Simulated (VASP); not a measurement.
# CuI (P-3m1) in VASP: single point with r2SCANh

Aim: the single point of CuI with r2SCANh.

All numbers are computed with VASP 6.6.1; they aren't measurements. Logs are shortened: lines on timing, memory, paths and dates and some standing lists are left out, and cuts for length are marked.

## Step 1: The cell of the first run

Symmetry: P-3m1, No. 164, trigonal system. The conventional cell has a = 4.129 Å, b = 4.129 Å, c = 7.478 Å, α = 90.00°, β = 90.00°, γ = 120.00°. Cu (site symmetry 3m) has 4 I at 2.58 to 2.68 Å and 3 Cu at 2.74 Å within 3.4 Å. I (site symmetry 3m) has 4 Cu at 2.58 to 2.68 Å within 3.4 Å.

## Step 2: Single point, r2SCANh

POSCAR

```
CuI
1.0
    4.1286200000      0.0000000000      0.0000000000
   -2.0643100000      3.5754898026      0.0000000000
    0.0000000000      0.0000000000      7.4781100000
Cu I
2 2
Direct
    0.6666666667      0.3333333333      0.5899500000
    0.3333333333      0.6666666667      0.4100500000
    0.3333333333      0.6666666667      0.7547500000
    0.6666666667      0.3333333333      0.2452500000
```

INCAR.step1

```
SYSTEM = CuI
PREC = Accurate ; ENCUT = 580
EDIFF = 1E-5 ; ISMEAR = 0
SIGMA = 0.01 ; LREAL = .False.
LASPH = .True. ; NELM = 120
ALGO = Normal ; ISIF = 2
LWAVE = .True. ; LCHARG = .False.
GGA = PE ; NBANDS = 26
GGA_COMPAT = .False. ; KPAR = 4
```

INCAR.step2

```
SYSTEM = CuI
PREC = Accurate ; ENCUT = 580
EDIFF = 1E-6 ; ISMEAR = 0
SIGMA = 0.01 ; LREAL = .False.
LASPH = .True. ; NELM = 120
ALGO = Normal ; ISIF = 2
LWAVE = .False. ; LCHARG = .False.
METAGGA = R2SCAN ; LHFCALC = .True.
AEXX = 0.1 ; LMIXTAU = .True.
PRECFOCK = Normal ; ISTART = 1
NBANDS = 26 ; GGA_COMPAT = .False.
KPAR = 4
```

KPOINTS

```
Automatic mesh
0
Gamma
  6 6 2
  0 0 0
```

Potentials or basis: VASP PAW PBE potentials, release 64 (Cu, I).

Command:

```
$ cat potpaw_PBE.64/Cu/POTCAR potpaw_PBE.64/I/POTCAR > POTCAR
$ cp INCAR.step1 INCAR
$ mpirun -np 4 vasp_std > vasp.out
$ cp INCAR.step2 INCAR
$ mpirun -np 4 vasp_std > vasp.out
```

OUTCAR:

```text
SYSTEM = CuI
   PREC = Accurate
   ENCUT = 580
   EDIFF = 1E-6
   ISMEAR = 0
   LREAL = .False.
   LASPH = .True.
   NELM = 120
   ISIF = 2
   METAGGA = R2SCAN
   LHFCALC = .True.
   AEXX = 0.1
   PRECFOCK = Normal
   ISTART = 1

 ion  position               nearest neighbor table
   1  0.667  0.333  0.590-   4 2.58   3 2.68   3 2.68   3 2.68   2 2.74   2 2.74   2 2.74
   2  0.333  0.667  0.410-   3 2.58   4 2.68   4 2.68   4 2.68   1 2.74   1 2.74   1 2.74
   3  0.333  0.667  0.755-   2 2.58   1 2.68   1 2.68   1 2.68
   4  0.667  0.333  0.245-   1 2.58   2 2.68   2 2.68   2 2.68

  LATTYP: Found a hexagonal cell.
 ALAT       =     4.1286200000
 C/A-ratio  =     1.8112856112

  Lattice vectors:

 A1 = (   4.1286200000,   0.0000000000,   0.0000000000)
 A2 = (  -2.0643100000,   3.5754898026,   0.0000000000)
 A3 = (   0.0000000000,   0.0000000000,   7.4781100000)

Analysis of symmetry for initial positions (statically):
=====================================================================
 Subroutine PRICEL returns:
 Original cell was already a primitive cell.

 Routine SETGRP: Setting up the symmetry group for a
 hexagonal supercell.

 Subroutine GETGRP returns: Found 12 space group operations
 (whereof 12 operations were pure point group operations)
 out of a pool of 24 trial point group operations.

The static configuration has the point symmetry D_3d.

Analysis of symmetry for dynamics (positions and initial velocities):
=====================================================================
 Subroutine PRICEL returns:
 Original cell was already a primitive cell.

 Routine SETGRP: Setting up the symmetry group for a
 hexagonal supercell.

 Subroutine GETGRP returns: Found 12 space group operations
 (whereof 12 operations were pure point group operations)
 out of a pool of 24 trial point group operations.

The dynamic configuration has the point symmetry D_3d.

 Subroutine INISYM returns: Found 12 space group operations
 (whereof 12 operations are pure point group operations),
 and found     1 'primitive' translations

----------------------------------------------------------------------------------------

                                     Primitive cell

  volume of cell :     110.3907

  direct lattice vectors                    reciprocal lattice vectors
[... 86 lines left out ...]
   ISIF   =      2    stress and relaxation
   ISYM   =      3    0-nonsym 1-usesym 2-fastsym
   POTIM  = 0.5000    time-step for ionic-motion
   TEBEG  =    0.0;   TEEND  =   0.0 temperature during run
   PSTRESS=    0.0 pullay stress
   NELECT =      36.0000    total number of electrons
   NUPDOWN=      -1.0000    fix difference up-down
   EMIN   =  10.00;   EMAX   =-10.00  energy-range for DOS
   EFERMI =   0.00;   METHOD = LEGACY
   ISMEAR =     0;   SIGMA  =   0.01  broadening in eV -4-tet -1-fermi 0-gaus
   EFERMI_NEDOS =   21; number of points for ismear=-14 and -15
   IALGO  =     38    algorithm
   IMIX   =      1    mixing-type and parameters
     AMIX     =   0.40;   BMIX     =  1.00
     AMIX_MAG =   1.60;   BMIX_MAG =  1.00
  volume/ion in A,a.u.               =      27.60       186.24
  Fermi-wavevector in a.u.,A,eV,Ry     =   1.126847  2.129432 17.276458  1.269784
  Thomas-Fermi vector in A             =   2.263530
   LORBIT       =      0    0 simple, 1 ext, 2 COOP (PROOUT), +10 PAW based schemes
   METAGGA = R2SCAN    functional components
   LHFCALC =     T    Hartree Fock is set to
   PRECFOCK=normal    Normal, Fast or Accurate (Low or Medium for compatibility)
   ENCUT4O =  -1.0   cutoff for four orbital integrals eV
   NKREDX  =     1    reduce k-point grid by
   NKREDY  =     1    reduce k-point grid by
   NKREDZ  =     1    reduce k-point grid by
   AEXX    =    0.1000 exact exchange contribution
   HFSCREEN=    0.0000 screening length (either q_TF or 0.3 A-1)
   HFSCREENC=   0.0000 screening length for correlation (either q_TF or 0.3 A-1)
   ENCUTFOCK=  -1.0 apply spherical cutoff to Coloumb kernel
   IVDW    =     0    specifies the selected vdW correction
   LEPSILON=     F    determine dielectric tensor
   LRPA    =     F    only Hartree local field effects (RPA)
 non-spin polarized calculation
 Gauss-broadening in eV      SIGMA  =   0.01
  energy-cutoff  :      580.00
  volume of cell :      110.39
 maximum number of plane-waves:      3528
  NGX = 28; NGY = 28; NGZ = 48

 number of electron      36.0000016 magnetization

 Free energy of the ion-electron system (eV)
  ---------------------------------------------------
  ext. energy  EPLUGINS =         0.00000000
  ---------------------------------------------------
  free energy    TOTEN  =       -66.89042292 eV

  energy without entropy =      -66.89042292  energy(sigma->0) =      -66.89042292

 E-fermi :   3.6006     XC(G=0):  -8.5885

 val. band max:        3.4963174175   @ k =   0.0000   0.0000   0.0000
 cond. band min:       6.3536828434   @ k =   0.0000   0.0000   0.0000
 fundamental gap:      2.8573654259
 Fermi energy:         3.6005783540

 k-point     1 :       0.0000    0.0000    0.0000
  band No.  band energies     occupation
      1     -10.9746      2.00000
      2     -10.4444      2.00000
      3      -2.2743      2.00000
      4      -0.5313      2.00000
      5      -0.1416      2.00000
      6      -0.1416      2.00000
[... 395 lines left out ...]
     25      13.0064      0.00000
     26      13.0962      0.00000

------------------------ aborting loop because EDIFF is reached ----------------------------------------

  FORCE on cell =-STRESS in cart. coord.  units (eV):
  Direction    XX          YY          ZZ          XY          YZ          ZX
  --------------------------------------------------------------------------------------
  -------------------------------------------------------------------------------------
  Total        0.1964066      0.1964066     -0.0849292      0.0000000      0.0000000     -0.0000000
  in kB        2.8505871      2.8505871     -1.2326369      0.0000000      0.0000000     -0.0000000
  external PRESSURE =       1.4895125 kB  Pullay stress =       0.0000000 kB

 VOLUME and BASIS-vectors are now :
 -----------------------------------------------------------------------------
  energy-cutoff  :      580.00
  volume of cell :      110.39
      direct lattice vectors                 reciprocal lattice vectors
     4.128620000  0.000000000  0.000000000     0.242211683  0.139840981  0.000000000
    -2.064310000  3.575489803  0.000000000     0.000000000  0.279681961  0.000000000
     0.000000000  0.000000000  7.478110000     0.000000000  0.000000000  0.133723628

 POSITION                                       TOTAL-FORCE (eV/Angst)
 -----------------------------------------------------------------------------------
      2.06431      1.19183      4.41171        -0.000000      0.000000      0.087308
     -0.00000      2.38366      3.06640         0.000000     -0.000000     -0.087308
     -0.00000      2.38366      5.64410        -0.000000      0.000000     -0.003098
      2.06431      1.19183      1.83401        -0.000000      0.000000      0.003098
 -----------------------------------------------------------------------------------
    total drift:                               -0.000001     -0.000000      0.000002

  FREE ENERGIE OF THE ION-ELECTRON SYSTEM (eV)
  ---------------------------------------------------
  free  energy   TOTEN  =       -66.8904229157 eV

  energy  without entropy=      -66.8904229157  energy(sigma->0) =      -66.89042292
```

It took 49 min on 4 MPI ranks of AMD EPYC 7R43 (Zen 3), shared host; peak memory 0.31 GiB.

What came out:

* Free energy: -66.8904 eV
* Pressure: 0.1 GPa
* Largest force: 0.087 eV/Å
* Band gap on the k mesh: 2.86 eV

Forces on the atoms (eV/Å):
```
Cu   0.000  0.000  0.087
Cu   0.000  0.000 -0.087
I    0.000  0.000 -0.003
I    0.000  0.000  0.003
```

Levels at points of the mesh, in eV from the valence-band top:
```csv
k point,band 15,band 16,band 17,band 18,band 19,band 20,band 21,band 22
"(0.00, 0.00, 0.00)",-0.46,-0.35,0.00,0.00,2.86,4.25,5.95,6.95
"(0.50, 0.00, 0.00)",-1.52,-1.44,-1.30,-0.24,4.29,4.30,4.79,6.50
"(0.00, 0.00, 0.50)",-0.40,-0.40,-0.09,-0.09,4.18,4.28,5.90,6.76
"(0.50, 0.00, 0.50)",-1.56,-1.42,-1.14,-0.38,3.73,3.95,4.77,6.05
```

Caveat: the k points lie up to 0.42 Å⁻¹ apart; the PAW data sets were made with another functional, which shifts forces and pressure a little; spin-orbit coupling is left out, which moves the levels of the heavy elements.
